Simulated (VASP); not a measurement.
# Mn (P6/mmm) in VASP: a series of runs

Mn is run at these levels: PBE; tasks: single point.

Program: VASP 6.6.1. These are calculated values, not measurements. Logs are shortened: lines on timing, memory, paths and dates and some standing lists are left out, and cuts for length are marked.

**1. The cell of the first run**

Symmetry: P6/mmm, No. 191, hexagonal system. The conventional cell has a = 1.803 Å, b = 1.803 Å, c = 1.617 Å, α = 90.00°, β = 90.00°, γ = 120.00°. Mn (site symmetry 6/mmm) has 8 Mn at 1.62 to 1.80 Å within 2.2 Å.

This isn't the form of Mn at room conditions, which is a 58-atom cubic cell.

**2. Single point, PBE, collinear spin, ferromagnetic start (4.56 Å³/atom)**

POSCAR

```
Mn
1.0
    1.8034746458      0.0000000000      0.0000000000
   -0.9017373229      1.5618548584      0.0000000000
    0.0000000000      0.0000000000      1.6171288466
Mn
1
Direct
    0.0000000000      0.0000000000      0.0000000000
```

INCAR.step1

```
SYSTEM = Mn
PREC = Accurate ; ENCUT = 520
EDIFF = 1E-6 ; ISMEAR = -1
SIGMA = 0.08 ; LREAL = .False.
LASPH = .True. ; NELM = 200
ALGO = Normal ; ISIF = 2
LWAVE = .False. ; LCHARG = .True.
ISPIN = 2 ; MAGMOM = 3
LMAXMIX = 4 ; GGA = PE
NBANDS = 18 ; GGA_COMPAT = .False.
NEDOS = 2001 ; LORBIT = 11
```

KPOINTS.step1

```
Automatic mesh
0
Gamma
  18 18 17
  0 0 0
```

INCAR.step2

```
SYSTEM = Mn
PREC = Accurate ; ENCUT = 520
EDIFF = 1E-6 ; ISMEAR = -5
SIGMA = 0.08 ; LREAL = .False.
LASPH = .True. ; NELM = 200
ALGO = Normal ; ISIF = 2
LWAVE = .False. ; LCHARG = .False.
ISPIN = 2 ; MAGMOM = 3
LORBIT = 10 ; LMAXMIX = 4
GGA = PE ; NEDOS = 2001
ICHARG = 11 ; GGA_COMPAT = .False.
```

KPOINTS.step2

```
Automatic mesh
0
Gamma
  27 27 26
  0 0 0
```

Potentials or basis: VASP PAW PBE potentials, release 64 (Mn_sv).

Run with:

```console
$ cat potpaw_PBE.64/Mn_sv/POTCAR > POTCAR
$ cp INCAR.step1 INCAR
$ cp KPOINTS.step1 KPOINTS
$ mpirun -np 1 vasp_std > vasp.out
$ cp INCAR.step2 INCAR
$ cp KPOINTS.step2 KPOINTS
$ mpirun -np 1 vasp_std > vasp.out
```

OUTCAR:

```text
SYSTEM = Mn
   PREC = Accurate
   ENCUT = 520
   EDIFF = 1E-6
   ISMEAR = -5
   LREAL = .False.
   LASPH = .True.
   NELM = 200
   ISIF = 2
   ISPIN = 2
   LORBIT = 10
   GGA = PE
   ICHARG = 11

 ion  position               nearest neighbor table
   1  0.000  0.000  0.000-

  LATTYP: Found a hexagonal cell.
 ALAT       =     1.8034746458
 C/A-ratio  =     0.8966740122

  Lattice vectors:

 A1 = (   1.8034746458,   0.0000000000,   0.0000000000)
 A2 = (  -0.9017373229,   1.5618548584,   0.0000000000)
 A3 = (   0.0000000000,   0.0000000000,   1.6171288466)

Analysis of symmetry for initial positions (statically):
=====================================================================
 Subroutine PRICEL returns:
 Original cell was already a primitive cell.

 Routine SETGRP: Setting up the symmetry group for a
 hexagonal supercell.

 Subroutine GETGRP returns: Found 24 space group operations
 (whereof 24 operations were pure point group operations)
 out of a pool of 24 trial point group operations.

The static configuration has the point symmetry D_6h.

Analysis of symmetry for dynamics (positions and initial velocities):
=====================================================================
 Subroutine PRICEL returns:
 Original cell was already a primitive cell.

 Routine SETGRP: Setting up the symmetry group for a
 hexagonal supercell.

 Subroutine GETGRP returns: Found 24 space group operations
 (whereof 24 operations were pure point group operations)
 out of a pool of 24 trial point group operations.

The dynamic configuration has the point symmetry D_6h.

Analysis of structural, dynamic, and magnetic symmetry:
=====================================================================
 Subroutine PRICEL returns:
 Original cell was already a primitive cell.

 Routine SETGRP: Setting up the symmetry group for a
 hexagonal supercell.

 Subroutine GETGRP returns: Found 24 space group operations
 (whereof 24 operations were pure point group operations)
 out of a pool of 24 trial point group operations.

The overall configuration has the point symmetry D_6h.

 Subroutine INISYM returns: Found 24 space group operations
 (whereof 24 operations are pure point group operations),
 and found     1 'primitive' translations

----------------------------------------------------------------------------------------

                                     Primitive cell

  volume of cell :       4.5551

  direct lattice vectors                    reciprocal lattice vectors
     1.803474646  0.000000000  0.000000000     0.554485200  0.320132180  0.000000000
    -0.901737323  1.561854858  0.000000000     0.000000000  0.640264359  0.000000000
     0.000000000  0.000000000  1.617128847     0.000000000  0.000000000  0.618379916

  length of vectors
     1.803474646  1.803474646  1.617128847     0.640264359  0.640264359  0.618379916

  position of ions in fractional coordinates (direct lattice)
     0.000000000  0.000000000  0.000000000

  ion indices of the primitive-cell ions
   primitive index   ion index
                 1           1

----------------------------------------------------------------------------------------

 KPOINTS: Automatic mesh

Automatic generation of k-mesh.
 Grid dimensions read from file:
 generate k-points for:   27   27   26

 Generating k-lattice:

  Cartesian coordinates                     Fractional coordinates (reciprocal lattice)
     0.020536489  0.011856747  0.000000000     0.037037037  0.000000000  0.000000000
     0.000000000  0.023713495  0.000000000     0.000000000  0.037037037  0.000000000
     0.000000000  0.000000000  0.023783843     0.000000000  0.000000000  0.038461538

  Length of vectors
     0.023713495  0.023713495  0.023783843

  Shift w.r.t. Gamma in fractional coordinates (k-lattice)
     0.000000000  0.000000000  0.000000000

 TETIRR: Found  19214 inequivalent tetrahedra from   113724

 Subroutine IBZKPT returns following result:
 ===========================================

 Found   1050 irreducible k-points:

 Following reciprocal coordinates:
            Coordinates               Weight
  0.000000  0.000000  0.000000      1.000000
  0.037037  0.000000  0.000000      6.000000
  0.074074  0.000000  0.000000      6.000000
  0.111111 -0.000000  0.000000      6.000000
  0.148148  0.000000  0.000000      6.000000
  0.185185  0.000000  0.000000      6.000000
[... 16 lines left out ...]
  0.333333  0.037037  0.000000     12.000000
  0.370370  0.037037  0.000000     12.000000
 [... further k-points ...]
   k-points           NKPTS =   1050   k-points in BZ     NKDIM =   1050   number of bands    NBANDS=     13
   number of dos      NEDOS =   2001   number of ions     NIONS =      1
   total plane-waves  NPLWV =   2352
   dimension x,y,z NGX =    14 NGY =   14 NGZ =   12
   dimension x,y,z NGXF=    28 NGYF=   28 NGZF=   24
   ions per type =               1
   NGX,Y,Z   is equivalent  to a cutoff of  12.91, 12.91, 12.34 a.u.
   NGXF,Y,Z  is equivalent  to a cutoff of  25.81, 25.81, 24.67 a.u.
 SYSTEM =  Mn
   PREC   = accura    normal or accurate (medium, high low for compatibility)
   ISTART =      0    job   : 0-new  1-cont  2-samecut
   ICHARG =     11    charge: 1-file 2-atom 10-const
   ISPIN  =      2    spin polarized calculation?
   LNONCOLLINEAR =      F non collinear calculations
   LSORBIT =      F    spin-orbit coupling
   LASPH  =      T    aspherical Exc in radial PAW
   ENCUT  =  520.0 eV  38.22 Ry    6.18 a.u.   3.35  3.35  3.01*2*pi/ulx,y,z
   NELM   =    200;   NELMIN=  2; NELMDL=  0     # of ELM steps
   EDIFF  = 0.1E-05   stopping-criterion for ELM
   LREAL  =      F    real-space projection
   EDIFFG = 0.1E-04   stopping-criterion for IOM
   NSW    =      0    number of steps for IOM
   IBRION =     -1    ionic relax: 0-MD 1-quasi-New 2-CG
   NFREE  =      0    steps in history (QN), initial steepest desc. (CG)
   ISIF   =      2    stress and relaxation
   ISYM   =      2    0-nonsym 1-usesym 2-fastsym
   POTIM  = 0.5000    time-step for ionic-motion
   TEBEG  =    0.0;   TEEND  =   0.0 temperature during run
   PSTRESS=    0.0 pullay stress
   NELECT =      15.0000    total number of electrons
   NUPDOWN=      -1.0000    fix difference up-down
   EMIN   =  10.00;   EMAX   =-10.00  energy-range for DOS
   EFERMI =   0.00;   METHOD = LEGACY
   ISMEAR =    -5;   SIGMA  =   0.08  broadening in eV -4-tet -1-fermi 0-gaus
   EFERMI_NEDOS =   21; number of points for ismear=-14 and -15
   IALGO  =     38    algorithm
   IMIX   =      4    mixing-type and parameters
     AMIX     =   0.40;   BMIX     =  1.00
     AMIX_MAG =   1.60;   BMIX_MAG =  1.00
  volume/ion in A,a.u.               =       4.56        30.74
  Fermi-wavevector in a.u.,A,eV,Ry     =   2.435605  4.602626 80.712077  5.932170
  Thomas-Fermi vector in A             =   3.327801
   LORBIT       =     10    0 simple, 1 ext, 2 COOP (PROOUT), +10 PAW based schemes
   GGA     = PE    functional components
   LHFCALC =     F    Hartree Fock is set to
   AEXX    =    0.0000 exact exchange contribution
   IVDW    =     0    specifies the selected vdW correction
   LEPSILON=     F    determine dielectric tensor
   LRPA    =     F    only Hartree local field effects (RPA)
 spin polarized calculation
 Fermi weights with tetrahedron method with Bloechl corrections
  energy-cutoff  :      520.00
  volume of cell :        4.56
 maximum number of plane-waves:       133
 NGX is ok and might be reduce to    14

 number of electron      15.0000007 magnetization      -0.0000159

 Free energy of the ion-electron system (eV)
  ---------------------------------------------------
  ext. energy  EPLUGINS =         0.00000000
  ---------------------------------------------------
  free energy    TOTEN  =         5.62257851 eV

  energy without entropy =        5.62257851  energy(sigma->0) =        5.62257851

 E-fermi :  36.9261     XC(G=0): -20.1413

 val. band max:       37.2898236295   @ k =   0.3333   0.0370   0.0000
 cond. band min:      36.6945876274   @ k =   0.4074  -0.0000   0.2308
 fundamental gap:     -0.5952360021
 Fermi energy:        36.9260695365

 spin component 1

 k-point     1 :       0.0000    0.0000    0.0000
  band No.  band energies     occupation
      1     -48.3903      1.00000
      2     -10.6472      1.00000
      3     -10.6472      1.00000
      4      -9.2438      1.00000
      5      24.2831      1.00000
      6      27.7452      1.00000
      7      31.5705      1.00000
      8      31.5705      1.00000
      9      42.5749      0.00000
     10      42.5749      0.00000
     11      61.5565      0.00000
     12      75.8787      0.00000
     13      85.5866      0.00000
[... 353 lines left out ...]
 k-point    24 :       0.3704    0.0370    0.0000
  band No.  band energies     occupation
      1     -45.9228      1.00000
      2     -18.2912      1.00000
      3     -12.3967      1.00000
      4      -8.3591      1.00000
      5      23.8594      1.00000
      6      29.2246      1.00000
      7      37.4381      0.15995
      8      38.5492      0.00000
      9      41.3590      0.00000
     10      41.4905      0.00000
     11      60.4998      0.00000
     12      69.2821      0.00000
     13      76.6455      0.00000

 [... further k-points ...]

 spin component 2

 k-point     1 :       0.0000    0.0000    0.0000
  band No.  band energies     occupation
      1     -48.3903      1.00000
      2     -10.6472      1.00000
      3     -10.6472      1.00000
      4      -9.2438      1.00000
      5      24.2831      1.00000
      6      27.7453      1.00000
      7      31.5705      1.00000
      8      31.5705      1.00000
      9      42.5748      0.00000
     10      42.5748      0.00000
     11      61.5565      0.00000
     12      75.8787      0.00000
     13      85.5865      0.00000
[... 353 lines left out ...]
 k-point    24 :       0.3704    0.0370    0.0000
  band No.  band energies     occupation
      1     -45.9228      1.00000
      2     -18.2913      1.00000
      3     -12.3967      1.00000
      4      -8.3591      1.00000
      5      23.8594      1.00000
      6      29.2246      1.00000
      7      37.4381      0.15997
      8      38.5491      0.00000
      9      41.3589      0.00000
     10      41.4905      0.00000
     11      60.4998      0.00000
     12      69.2821      0.00000
     13      76.6455      0.00000

 [... further k-points ...]
[... 5 lines left out ...]
  --------------------------------------------------------------------------------------
  -------------------------------------------------------------------------------------
  Total       39.8983478     39.8983478     42.9794315      0.0000000      0.0000000      0.0000000
  in kB    14033.6343128  14033.6343138  15117.3584618      0.0000000      0.0000000      0.0000000
  external PRESSURE =   14394.8756961 kB  Pullay stress =       0.0000000 kB

 VOLUME and BASIS-vectors are now :
 -----------------------------------------------------------------------------
  energy-cutoff  :      520.00
  volume of cell :        4.56
      direct lattice vectors                 reciprocal lattice vectors
     1.803474646  0.000000000  0.000000000     0.554485200  0.320132180  0.000000000
    -0.901737323  1.561854858  0.000000000     0.000000000  0.640264359  0.000000000
     0.000000000  0.000000000  1.617128847     0.000000000  0.000000000  0.618379916

 POSITION                                       TOTAL-FORCE (eV/Angst)
 -----------------------------------------------------------------------------------
      0.00000      0.00000      0.00000         0.000000      0.000000      0.000000
 -----------------------------------------------------------------------------------
    total drift:                               -0.000000     -0.000000     -0.000000

  FREE ENERGIE OF THE ION-ELECTRON SYSTEM (eV)
  ---------------------------------------------------
  free  energy   TOTEN  =         5.6225785066 eV

  energy  without entropy=        5.6225785066  energy(sigma->0) =        5.62257851

 total charge

# of ion       s       p       d       tot
------------------------------------------
    1        2.519   6.344   6.542  15.405

 magnetization (x)

# of ion       s       p       d       tot
------------------------------------------
    1        0.000  -0.000  -0.000  -0.000
```

Run time: 2.4 min. Hardware: 1 thread of Intel Xeon 6975P-C (Granite Rapids), shared host; peak memory 0.29 GiB.

What came out:

```yaml
Net_moment: 0.00 μB per cell
```

Caveat: atoms lie so close that the PAW spheres overlap strongly, which falsifies energies and pressures; tetrahedron occupations give inexact forces and stress in metals.

**3. Single point, PBE, collinear spin, ferromagnetic start**

This run uses another cell than the first one, of 11.39 Å³/atom.

POSCAR

```
Mn
1.0
    2.4818504461      0.0000000000      0.0000000000
   -1.2409252231      2.1493455347      0.0000000000
    0.0000000000      0.0000000000      2.1347818396
Mn
1
Direct
    0.0000000000      0.0000000000      0.0000000000
```

INCAR.step1

```
SYSTEM = Mn
ALGO = Normal
EDIFF = 1E-6
ENCUT = 520
GGA = PE
ISIF = 2
ISMEAR = -1
ISPIN = 2
LASPH = .TRUE.
LCHARG = .TRUE.
LMAXMIX = 4
LREAL = .FALSE.
LWAVE = .FALSE.
MAGMOM = 3
NBANDS = 16
NELM = 150
PREC = Accurate
SIGMA = 0.08
```

KPOINTS.step1

```
k-points
0
G
  18 18 17
  0 0 0
```

INCAR.step2

```
SYSTEM = Mn
ALGO = Normal
EDIFF = 1E-6
ENCUT = 520
GGA = PE
ICHARG = 11
ISIF = 2
ISMEAR = -5
ISPIN = 2
LASPH = .TRUE.
LCHARG = .FALSE.
LMAXMIX = 4
LORBIT = 10
LREAL = .FALSE.
LWAVE = .FALSE.
MAGMOM = 3
NBANDS = 16
NEDOS = 1001
NELM = 150
PREC = Accurate
SIGMA = 0.08
```

KPOINTS.step2

```
k-points
0
G
  27 27 26
  0 0 0
```

Potentials or basis: VASP PAW PBE potentials, release 64 (Mn_pv).

Run with:

```console
$ cat potpaw_PBE.64/Mn_pv/POTCAR > POTCAR
$ cp INCAR.step1 INCAR
$ cp KPOINTS.step1 KPOINTS
$ mpirun -np 1 vasp_std > vasp.out
$ cp INCAR.step2 INCAR
$ cp KPOINTS.step2 KPOINTS
$ mpirun -np 1 vasp_std > vasp.out
```

It took 1.8 min on 1 thread of Intel Xeon 6975P-C (Granite Rapids), shared host; peak memory 0.46 GiB.

The run converged. Its results:

```
Net moment                                            : 0.00 μB per cell
Valence electrons inside the program's atomic spheres : Mn 12.02
```

Levels at points of the mesh, in eV from the Fermi level:
Spin up:
| k point | band 3 | band 4 | band 5 | band 6 | band 7 | band 8 | band 9 | band 10 |
| --- | --- | --- | --- | --- | --- | --- | --- | --- |
| (0.00, 0.00, 0.00) | -47.57 | -8.25 | -4.02 | -1.26 | -1.26 | 1.87 | 1.87 | 19.57 |
| (0.00, 0.00, 0.50) | -47.67 | -3.20 | -0.77 | -0.77 | -0.48 | -0.48 | -0.34 | 8.26 |
Spin down:
```csv
k point,band 3,band 4,band 5,band 6,band 7,band 8,band 9,band 10
"(0.00, 0.00, 0.00)",-47.57,-8.25,-4.02,-1.26,-1.26,1.87,1.87,19.57
"(0.00, 0.00, 0.50)",-47.67,-3.20,-0.77,-0.77,-0.48,-0.48,-0.34,8.26
```

Caveat: tetrahedron occupations give inexact forces and stress in metals.
